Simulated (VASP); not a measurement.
# InPd2F: single point with PBE

System: InPd2F.

```
CELL_PARAMETERS angstrom
3.32529 0.53355 0.96339
0.54964 4.82370 -0.15103
0.42740 -0.52647 4.31150
ATOMIC_POSITIONS crystal
Pd 0.06831 0.58526 0.23207
Pd 0.61263 0.86720 0.90456
In 0.15265 0.15826 0.57972
F 0.35463 0.55355 0.68136
```

- Program: VASP 6.6.1
- Task: single point
- Functional: PBE
- Potentials or basis: VASP PAW PBE potentials, release 64 (Pd, In_d, F)
- Cutoff: 520 eV
- k mesh: 6 × 4 × 5, shifted
- Occupations: methfessel-paxton, width 0.2661 eV
- Spin: collinear spin, zero start
- Starting moments: [0.0, 0.0, 0.0, 0.0] μB
- Dipole correction: no
- k mesh for the DOS: 9 × 6 × 8
- Occupations for the DOS: tetrahedron
- Further INCAR settings: ALGO = Normal; EDIFF = 1e-06; NBANDS = 32

The net moment is 0.00 μB per cell and the valence electrons inside the program's atomic spheres are Pd 9.27, 9.39; In 11.33; F 6.05.

Levels at points of the mesh, in eV from the Fermi level:
Spin up:
| k point | band 17 | band 18 | band 19 | band 20 | band 21 | band 22 | band 23 | band 24 |
| --- | --- | --- | --- | --- | --- | --- | --- | --- |
| (0.00, 0.00, 0.00) | -1.10 | -0.96 | -0.77 | -0.47 | 2.75 | 3.61 | 5.03 | 6.03 |
| (0.00, 0.50, 0.00) | -1.09 | -0.84 | -0.79 | -0.57 | -0.41 | 3.52 | 6.32 | 7.89 |
| (0.00, 0.00, 0.50) | -1.29 | -1.02 | -0.74 | -0.48 | 0.32 | 2.52 | 5.60 | 6.99 |
| (0.00, 0.50, 0.50) | -1.15 | -1.05 | -0.78 | -0.45 | -0.34 | 1.01 | 3.22 | 6.45 |
Spin down:
| k point | band 17 | band 18 | band 19 | band 20 | band 21 | band 22 | band 23 | band 24 |
| --- | --- | --- | --- | --- | --- | --- | --- | --- |
| (0.00, 0.00, 0.00) | -1.10 | -0.96 | -0.77 | -0.47 | 2.75 | 3.61 | 5.03 | 6.03 |
| (0.00, 0.50, 0.00) | -1.09 | -0.84 | -0.79 | -0.57 | -0.41 | 3.52 | 6.32 | 7.89 |
| (0.00, 0.00, 0.50) | -1.29 | -1.02 | -0.74 | -0.48 | 0.32 | 2.52 | 5.60 | 6.99 |
| (0.00, 0.50, 0.50) | -1.15 | -1.05 | -0.78 | -0.45 | -0.34 | 1.01 | 3.22 | 6.45 |

It took 5.4 min on 1 thread of Intel(R) Xeon(R) 6975P-C (Granite Rapids), on a shared host, peak memory 0.71 GiB.

Caveat: spin-orbit coupling is left out, which moves the levels of the heavy elements.
